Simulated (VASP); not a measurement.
Set up this calculation in VASP 6.6.1, as the native input.

| Quantity | Value |
| --- | --- |
| Task | single point |
| Functional | PBE |
| Dispersion | D3(BJ) |
| Potentials or basis | VASP PAW PBE potentials, release 64 (Ge_d, F) |
| Cutoff | 520 eV |
| k mesh | 7 × 7 × 1 |
| Occupations | gaussian, width 0.1 eV |
| Spin | no spin polarisation |
| Dipole correction | yes |
| Further INCAR settings | ALGO = Normal; EDIFF = 1e-06; NBANDS = 40 |

The structure of Ge4F lies in POSCAR:

```
Ge4F
1.0
    4.0303587917      0.0000000000      0.0000000000
    0.0000000000      4.0303587917      0.0000000000
    0.0000000000      0.0000000000     21.7416627734
Ge F
4 1
Direct
    0.0000000000      0.5000000000      0.1839785688
    0.0000000000      0.0000000000      0.2495184969
    0.5000000000      0.0000000000      0.3181867399
    0.5000000000      0.5000000000      0.3836717946
    0.7500000000      0.5000000000      0.4986584001
```

These files were run (other wordings do the same):

INCAR

```
SYSTEM = Ge4F
ALGO     = Normal         ! electronic algorithm
DIPOL    = 0.5 0.5 0.327
EDIFF    = 1E-6           ! SCF threshold, eV
ENCUT    = 520            ! plane-wave cutoff, eV
GGA      = PE             ! functional
IDIPOL   = 3            
ISIF     = 2              ! what is computed and relaxed
ISMEAR   = 0              ! smearing method
IVDW     = 12             ! dispersion correction
LASPH    = .TRUE.         ! aspherical terms in the spheres
LCHARG   = .FALSE.        ! write CHGCAR
LDIPOL   = .TRUE.       
LREAL    = .FALSE.        ! projectors in reciprocal space
LWAVE    = .FALSE.        ! write WAVECAR
NBANDS   = 40             ! bands
NELM     = 60             ! most SCF steps
PREC     = Accurate       ! precision mode
SIGMA    = 0.1            ! smearing width, eV
```

KPOINTS

```
k-points
0
G
  7 7 1
  0 0 0
```

Potentials or basis: VASP PAW PBE potentials, release 64 (Ge_d, F).

Run with:

```sh
$ cat potpaw_PBE.64/Ge_d/POTCAR potpaw_PBE.64/F/POTCAR > POTCAR
$ mpirun -np 1 vasp_std > vasp.out
```

It gave:

```json
{
  "Largest force": "2.560 eV/Å",
  "Band gap on the k mesh": "zero (an odd number of electrons rules out a gap without spin polarisation)",
  "Dispersion energy per atom": "-0.179 eV"
}
```

Caveat: an odd number of electrons without spin polarisation forces a metal; a magnetic or distorted state may lie lower.

Wall time 10 min on 1 thread of Intel(R) Xeon(R) Platinum 8375C CPU @ 2.90GHz (Ice Lake), on a shared host, peak memory 0.49 GiB.
